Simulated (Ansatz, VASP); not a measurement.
## PtS2 in VASP and in Ansatz

INCAR

```
  PREC = Accurate
  ENCUT = 520
  EDIFF = 1E-6
  ISMEAR = 0
  SIGMA = 0.05
  LREAL = F
  LASPH = T
  NELM = 100
  ALGO = Normal
  ISIF = 2
  LWAVE = F
  LCHARG = F
  GGA = PS
  NBANDS = 18
```

KPOINTS

```
regular mesh
0
Gamma
  12 12 8
```

File POSCAR:

```
PtS2
1.0
    3.5431994758      0.0000000000      0.0000000000
   -1.7715997379      3.0685007567      0.0000000000
    0.0000000000      0.0000000000      5.0388000000
Pt S
1 2
Direct
    0.0000000000      0.0000000000      0.0000000000
    0.3333333333      0.6666666667      0.2797689926
    0.6666666667      0.3333333333      0.7500000000
```

Input for Ansatz:

```yaml
crystal:
  lattice:
    - [3.5431994758, 0.0, 0.0]
    - [-1.7715997379, 3.0685007567, 0.0]
    - [0.0, 0.0, 5.0388]
  atoms:
    - { symbol: Pt, position: [0.0, 0.0, 0.0] }
    - { symbol: S, position: [0.3333333333, 0.6666666667, 0.2797689926] }
    - { symbol: S, position: [0.6666666667, 0.3333333333, 0.75] }
basis:
  ecutwfc: 420
kpoints:
  mp_grid: { grid: [12, 12, 8] }
hamiltonian:
  xc: pbesol
scf:
  occupations: { method: gaussian, width: 0.05 }
output:
  forces: true
  stress: true
  eigenvalues: true
```

Alike in both runs: task single point; functional PBEsol; k mesh 12 × 12 × 8; occupations gaussian, width 0.05 eV; no spin polarisation.

|  | VASP | Ansatz |
| --- | --- | --- |
| version | VASP 6.6.1 | Ansatz 0.2.0 |
| potentials or method | VASP PAW PBE potentials, release 64 (Pt, S), cutoff 520 eV | scalar-relativistic, plane waves, PAW |
| valence electrons in the cell | 22 | 30 |

```csv
,VASP,Ansatz,Ansatz less VASP
gap on the k mesh at the Fermi level (eV),0.05,0.04,-0.003
least direct gap on the mesh (eV),0.64,0.63,-0.009
pressure (GPa),-7.7,-7.4,+0.25
"traceless stress, the component that is largest in VASP (GPa)",-3.27,-3.35,-0.088
rms of the force components (eV/Å),0.772,0.761,-0.0107
```

VASP's potentials were made for PBE, not for PBEsol. Atom by atom the forces differ by 0.012 eV/Å (rms over components). With one functional, cell and mesh, what is left measures potentials, basis and numerics. VASP's potentials hold 22 valence electrons a cell and Ansatz's 30, so a difference there can come from the potentials and not from the codes.

Neither program's run includes spin-orbit coupling.
